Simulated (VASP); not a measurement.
Write the native input for VASP 6.6.1 that does the following.

```
Task                   : relaxation of cell and atoms
Functional             : PBE
Potentials or basis    : VASP PAW PBE potentials, release 64 (Mo_sv)
Cutoff                 : 600 eV
k mesh                 : 18 × 18 × 16
Occupations            : gaussian, width 0.1 eV
Spin                   : no spin polarisation
Dipole correction      : no
Further INCAR settings : ALGO = Normal; EDIFF = 1e-06; IBRION = 2; EDIFFG = -0.005; NSW = 100; ISIF = 3
```

The structure of Mo lies in POSCAR:

```
Mo
1.0
    2.7355103972      0.0000000000      0.0000000000
   -1.3677551986      2.3690214963      0.0000000000
    0.0000000000      0.0000000000      2.5551807000
Mo
1
Direct
    0.0000000000      0.0000000000      0.5000000000
```

This isn't the form of Mo at room conditions, which is bcc.

The input as run:

INCAR

```
SYSTEM = Mo
PREC = Accurate
ENCUT = 600
EDIFF = 1E-6
ISMEAR = 0
SIGMA = 0.1
LREAL = .FALSE.
LASPH = .TRUE.
NELM = 60
ALGO = Normal
ISIF = 3
LWAVE = .FALSE.
LCHARG = .FALSE.
GGA = PE
IBRION = 2
NSW = 100
EDIFFG = -0.005
```

KPOINTS

```
regular mesh
0
G
  18 18 16
  0 0 0
```

Potentials or basis: VASP PAW PBE potentials, release 64 (Mo_sv).

The run is started by

```bash
$ cat potpaw_PBE.64/Mo_sv/POTCAR > POTCAR
$ mpirun -np 1 vasp_std > vasp.out
```

It gave:

```yaml
Relaxed_volume: 16.82 Å³/atom
Relaxed_cell: a = 2.771 Å, b = 2.771 Å, c = 2.529 Å, α = 90.00°, β = 90.00°, γ = 120.00°
Space_group_after_relaxing_to_0.1_Å: P6/mmm (No. 191)
Energy_gained_by_relaxing: 7.8 meV/atom
Ionic_steps: 6
Pressure_after_relaxing: 0.0 GPa
Band_gap_on_the_k_mesh: zero (bands 7 and 8 overlap by 1.82 eV)
```

Run time: 2.8 min on 1 thread of Intel Xeon 8259CL, with other jobs on the host, peak memory 0.21 GiB.
